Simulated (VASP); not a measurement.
# AlN (P6_3mc) in VASP: single point with PBE

Aim: the single point of AlN with PBE.

Program: VASP 6.6.1. These are calculated values, not measurements. Logs are shortened: lines on timing, memory, paths and dates and some standing lists are left out, and cuts for length are marked.

## (1) The cell of the first run

It takes space group P6_3mc (No. 186, hexagonal). Conventional cell: a = 3.130 Å, b = 3.130 Å, c = 5.018 Å, α = 90.00°, β = 90.00°, γ = 120.00°. Al (site symmetry 3m) has 4 N at 1.90 to 1.91 Å within 2.5 Å. N (site symmetry 3m) has 4 Al at 1.90 to 1.91 Å within 2.5 Å.

## (2) Single point, PBE

Contents of INCAR:

```
ALGO = Normal
EDIFF = 1E-6
ENCUT = 520
GGA = PE
ISIF = 2
ISMEAR = 0
LASPH = True
LCHARG = False
LREAL = False
LWAVE = False
NBANDS = 16
NELM = 80
PREC = Accurate
SIGMA = 0.02
```

Contents of KPOINTS:

```
k-points
0
Gamma
  9 9 4
```

Contents of POSCAR:

```
AlN
1.0
    3.1302036258      0.0000000000      0.0000000000
   -1.5651018129      2.7108358590      0.0000000000
    0.0000000000      0.0000000000      5.0180193796
Al N
2 2
Direct
    0.6666666667      0.3333333333      0.4992349487
    0.3333333333      0.6666666667      0.9992349487
    0.6666666667      0.3333333333      0.8807650513
    0.3333333333      0.6666666667      0.3807650513
```

Potentials or basis: VASP PAW PBE potentials, release 64 (Al, N).

The run is started by

```
cat potpaw_PBE.64/Al/POTCAR potpaw_PBE.64/N/POTCAR > POTCAR
mpirun -np 1 vasp_std > vasp.out
```

OUTCAR:

```text
EDIFF = 1E-6
   ENCUT = 520
   GGA = PE
   ISIF = 2
   ISMEAR = 0
   LASPH = True
   LREAL = False
   NELM = 80
   PREC = Accurate

 ion  position               nearest neighbor table
   1  0.667  0.333  0.499-   4 1.90   4 1.90   4 1.90   3 1.91   2 3.09   2 3.09   2 3.09   2 3.09
                             2 3.09   2 3.09
   2  0.333  0.667  0.999-   3 1.90   3 1.90   3 1.90   4 1.91   1 3.09   1 3.09   1 3.09   1 3.09
                             1 3.09   1 3.09
   3  0.667  0.333  0.881-   2 1.90   2 1.90   2 1.90   1 1.91
   4  0.333  0.667  0.381-   1 1.90   1 1.90   1 1.90   2 1.91

  LATTYP: Found a hexagonal cell.
 ALAT       =     3.1302036258
 C/A-ratio  =     1.6030967884

  Lattice vectors:

 A1 = (   3.1302036258,   0.0000000000,   0.0000000000)
 A2 = (  -1.5651018129,   2.7108358590,   0.0000000000)
 A3 = (   0.0000000000,   0.0000000000,   5.0180193796)

Analysis of symmetry for initial positions (statically):
=====================================================================
 Subroutine PRICEL returns:
 Original cell was already a primitive cell.

 Routine SETGRP: Setting up the symmetry group for a
 hexagonal supercell.

 Subroutine GETGRP returns: Found 12 space group operations
 (whereof  6 operations were pure point group operations)
 out of a pool of 24 trial point group operations.

The static configuration has the point symmetry C_3v.
 The point group associated with its full space group is C_6v.

Analysis of symmetry for dynamics (positions and initial velocities):
=====================================================================
 Subroutine PRICEL returns:
 Original cell was already a primitive cell.

 Routine SETGRP: Setting up the symmetry group for a
 hexagonal supercell.

 Subroutine GETGRP returns: Found 12 space group operations
 (whereof  6 operations were pure point group operations)
 out of a pool of 24 trial point group operations.

The dynamic configuration has the point symmetry C_3v.
 The point group associated with its full space group is C_6v.

 Subroutine INISYM returns: Found 12 space group operations
 (whereof  6 operations are pure point group operations),
 and found     1 'primitive' translations

----------------------------------------------------------------------------------------

                                     Primitive cell

  volume of cell :      42.5802

  direct lattice vectors                    reciprocal lattice vectors
     3.130203626  0.000000000  0.000000000     0.319468035  0.184444956  0.000000000
    -1.565101813  2.710835859  0.000000000     0.000000000  0.368889911  0.000000000
     0.000000000  0.000000000  5.018019380     0.000000000  0.000000000  0.199281813

  length of vectors
     3.130203626  3.130203626  5.018019380     0.368889911  0.368889911  0.199281813

  position of ions in fractional coordinates (direct lattice)
     0.666666667  0.333333333  0.499234949
     0.333333333  0.666666667  0.999234949
     0.666666667  0.333333333  0.880765051
     0.333333333  0.666666667  0.380765051

  ion indices of the primitive-cell ions
   primitive index   ion index
                 1           1
                 2           2
                 3           3
                 4           4

----------------------------------------------------------------------------------------

 KPOINTS: k-points

Automatic generation of k-mesh.
 Grid dimensions read from file:
 generate k-points for:    9    9    4

 Generating k-lattice:

  Cartesian coordinates                     Fractional coordinates (reciprocal lattice)
     0.035496448  0.020493884  0.000000000     0.111111111  0.000000000  0.000000000
     0.000000000  0.040987768  0.000000000     0.000000000  0.111111111  0.000000000
     0.000000000  0.000000000  0.049820453     0.000000000  0.000000000  0.250000000

  Length of vectors
     0.040987768  0.040987768  0.049820453

  Shift w.r.t. Gamma in fractional coordinates (k-lattice)
     0.000000000  0.000000000  0.000000000

 Subroutine IBZKPT returns following result:
 ===========================================

 Found     36 irreducible k-points:

 Following reciprocal coordinates:
            Coordinates               Weight
  0.000000  0.000000  0.000000      1.000000
  0.111111 -0.000000  0.000000      6.000000
  0.222222 -0.000000  0.000000      6.000000
  0.333333  0.000000  0.000000      6.000000
  0.444444 -0.000000  0.000000      6.000000
  0.111111  0.111111  0.000000      6.000000
[... 16 lines left out ...]
  0.333333  0.222222  0.250000     24.000000
  0.333333  0.333333  0.250000      4.000000
 [... further k-points ...]
   k-points           NKPTS =     36   k-points in BZ     NKDIM =     36   number of bands    NBANDS=     16
   number of dos      NEDOS =    301   number of ions     NIONS =      4
   total plane-waves  NPLWV =  23040
   dimension x,y,z NGX =    24 NGY =   24 NGZ =   40
   dimension x,y,z NGXF=    48 NGYF=   48 NGZF=   80
   ions per type =               2   2
   NGX,Y,Z   is equivalent  to a cutoff of  12.75, 12.75, 13.25 a.u.
   NGXF,Y,Z  is equivalent  to a cutoff of  25.49, 25.49, 26.50 a.u.
 SYSTEM =  unknown system
   PREC   = accura    normal or accurate (medium, high low for compatibility)
   ISTART =      0    job   : 0-new  1-cont  2-samecut
   ICHARG =      2    charge: 1-file 2-atom 10-const
   ISPIN  =      1    spin polarized calculation?
   LNONCOLLINEAR =      F non collinear calculations
   LSORBIT =      F    spin-orbit coupling
   LASPH  =      T    aspherical Exc in radial PAW
   ENCUT  =  520.0 eV  38.22 Ry    6.18 a.u.   5.82  5.82  9.33*2*pi/ulx,y,z
   NELM   =     80;   NELMIN=  2; NELMDL= -5     # of ELM steps
   EDIFF  = 0.1E-05   stopping-criterion for ELM
   LREAL  =      F    real-space projection
   EDIFFG = 0.1E-04   stopping-criterion for IOM
   NSW    =      0    number of steps for IOM
   IBRION =     -1    ionic relax: 0-MD 1-quasi-New 2-CG
   NFREE  =      0    steps in history (QN), initial steepest desc. (CG)
   ISIF   =      2    stress and relaxation
   ISYM   =      2    0-nonsym 1-usesym 2-fastsym
   POTIM  = 0.5000    time-step for ionic-motion
   TEBEG  =    0.0;   TEEND  =   0.0 temperature during run
   PSTRESS=    0.0 pullay stress
   NELECT =      16.0000    total number of electrons
   NUPDOWN=      -1.0000    fix difference up-down
   EMIN   =  10.00;   EMAX   =-10.00  energy-range for DOS
   EFERMI =   0.00;   METHOD = LEGACY
   ISMEAR =     0;   SIGMA  =   0.02  broadening in eV -4-tet -1-fermi 0-gaus
   EFERMI_NEDOS =   21; number of points for ismear=-14 and -15
   IALGO  =     38    algorithm
   IMIX   =      4    mixing-type and parameters
     AMIX     =   0.40;   BMIX     =  1.00
     AMIX_MAG =   1.60;   BMIX_MAG =  1.00
  volume/ion in A,a.u.               =      10.65        71.84
  Fermi-wavevector in a.u.,A,eV,Ry     =   1.181351  2.232429 18.988142  1.395589
  Thomas-Fermi vector in A             =   2.317626
   LORBIT       =      0    0 simple, 1 ext, 2 COOP (PROOUT), +10 PAW based schemes
   GGA     = PE    functional components
   LHFCALC =     F    Hartree Fock is set to
   AEXX    =    0.0000 exact exchange contribution
   IVDW    =     0    specifies the selected vdW correction
   LEPSILON=     F    determine dielectric tensor
   LRPA    =     F    only Hartree local field effects (RPA)
 non-spin polarized calculation
 Gauss-broadening in eV      SIGMA  =   0.02
  energy-cutoff  :      520.00
  volume of cell :       42.58
 maximum number of plane-waves:      1170
 NGX is ok and might be reduce to    24
   NGX = 11   NGY = 11   NGZ = 19

 number of electron      15.9999998 magnetization

 Free energy of the ion-electron system (eV)
  ---------------------------------------------------
  ext. energy  EPLUGINS =         0.00000000
  ---------------------------------------------------
  free energy    TOTEN  =       -29.78051481 eV

  energy without entropy =      -29.78051481  energy(sigma->0) =      -29.78051481

 E-fermi :   6.0502     XC(G=0): -10.8269

 val. band max:        5.9641236789   @ k =   0.0000   0.0000   0.0000
 cond. band min:      10.0076610711   @ k =   0.0000   0.0000   0.0000
 fundamental gap:      4.0435373922
 Fermi energy:         6.0502308929

 k-point     1 :       0.0000    0.0000    0.0000
  band No.  band energies     occupation
      1      -9.1032      2.00000
      2      -7.0205      2.00000
      3       0.0588      2.00000
      4       5.1191      2.00000
      5       5.1191      2.00000
      6       5.7616      2.00000
[... 8 lines left out ...]
     15      18.9299      0.00000
     16      18.9299      0.00000

 k-point     2 :       0.1111   -0.0000    0.0000
  band No.  band energies     occupation
      1      -8.9500      2.00000
      2      -6.9347      2.00000
      3       0.2428      2.00000
      4       4.4223      2.00000
      5       4.9254      2.00000
      6       5.0813      2.00000
[... 8 lines left out ...]
     15      18.8015      0.00000
     16      18.9663      0.00000

 k-point     3 :       0.2222   -0.0000    0.0000
  band No.  band energies     occupation
      1      -8.5157      2.00000
      2      -6.7200      2.00000
      3       0.7767      2.00000
      4       2.9405      2.00000
      5       3.8355      2.00000
      6       4.5257      2.00000
[... 8 lines left out ...]
     15      17.9675      0.00000
     16      18.7764      0.00000

 k-point     4 :       0.3333    0.0000    0.0000
  band No.  band energies     occupation
      1      -7.8914      2.00000
      2      -6.5123      2.00000
      3       1.5088      2.00000
      4       1.6163      2.00000
      5       2.6733      2.00000
      6       4.1530      2.00000
[... 8 lines left out ...]
     15      17.8614      0.00000
     16      20.1805      0.00000
[... 324 lines left out ...]
 k-point    22 :       0.2222    0.2222    0.2500
  band No.  band energies     occupation
      1      -7.4123      2.00000
      2      -6.6192      2.00000
      3       1.2573      2.00000
      4       1.5922      2.00000
      5       3.2445      2.00000
      6       3.3913      2.00000
[... 8 lines left out ...]
     15      18.0267      0.00000
     16      20.3822      0.00000

 k-point    23 :       0.3333    0.2222    0.2500
  band No.  band energies     occupation
      1      -6.9425      2.00000
      2      -6.5502      2.00000
      3       0.9662      2.00000
      4       1.4615      2.00000
      5       2.4497      2.00000
      6       3.5854      2.00000
[... 8 lines left out ...]
     15      18.6657      0.00000
     16      20.6303      0.00000

 k-point    24 :       0.3333    0.3333    0.2500
  band No.  band energies     occupation
      1      -6.6513      2.00000
      2      -6.6513      2.00000
      3       1.4882      2.00000
      4       1.5733      2.00000
      5       1.5733      2.00000
      6       3.0733      2.00000
[... 8 lines left out ...]
     15      18.9452      0.00000
     16      21.1482      0.00000

 [... further k-points ...]

------------------------ aborting loop because EDIFF is reached ----------------------------------------

  FORCE on cell =-STRESS in cart. coord.  units (eV):
  Direction    XX          YY          ZZ          XY          YZ          ZX
  --------------------------------------------------------------------------------------
  -------------------------------------------------------------------------------------
  Total       -0.0720906     -0.0720906     -0.0561288      0.0000000      0.0000000      0.0000000
  in kB       -2.7125724     -2.7125724     -2.1119723      0.0000000      0.0000000      0.0000000
  external PRESSURE =      -2.5123724 kB  Pullay stress =       0.0000000 kB

 VOLUME and BASIS-vectors are now :
 -----------------------------------------------------------------------------
  energy-cutoff  :      520.00
  volume of cell :       42.58
      direct lattice vectors                 reciprocal lattice vectors
     3.130203626  0.000000000  0.000000000     0.319468035  0.184444956  0.000000000
    -1.565101813  2.710835859  0.000000000     0.000000000  0.368889911  0.000000000
     0.000000000  0.000000000  5.018019380     0.000000000  0.000000000  0.199281813

 POSITION                                       TOTAL-FORCE (eV/Angst)
 -----------------------------------------------------------------------------------
      1.56510      0.90361      2.50517         0.000000     -0.000000      0.000226
     -0.00000      1.80722      5.01418        -0.000000      0.000000      0.000226
      1.56510      0.90361      4.41970         0.000000      0.000000     -0.000226
     -0.00000      1.80722      1.91069        -0.000000     -0.000000     -0.000226
 -----------------------------------------------------------------------------------
    total drift:                               -0.000000     -0.000000      0.000506

  FREE ENERGIE OF THE ION-ELECTRON SYSTEM (eV)
  ---------------------------------------------------
  free  energy   TOTEN  =       -29.7805148058 eV

  energy  without entropy=      -29.7805148058  energy(sigma->0) =      -29.78051481
```

It took 21 s on 1 thread of AMD EPYC 7R43 (Zen 3), shared host; peak memory 0.13 GiB.

What came out:

```
Free energy            : -29.7805 eV
Pressure               : -0.3 GPa
Band gap on the k mesh : 4.04 eV, direct
```

Levels at points of the mesh, in eV from the valence-band top:
```
           k point  band 6  band 7  band 8  band 9  band 10  band 11
(0.00, 0.00, 0.00)   -0.20   -0.20    0.00    4.04     6.51    10.46
(0.00, 0.00, 0.50)   -0.53   -0.53   -0.53    6.31     6.31    10.17
```

A hybrid or GW would open this gap; PBE tends to underestimate it.
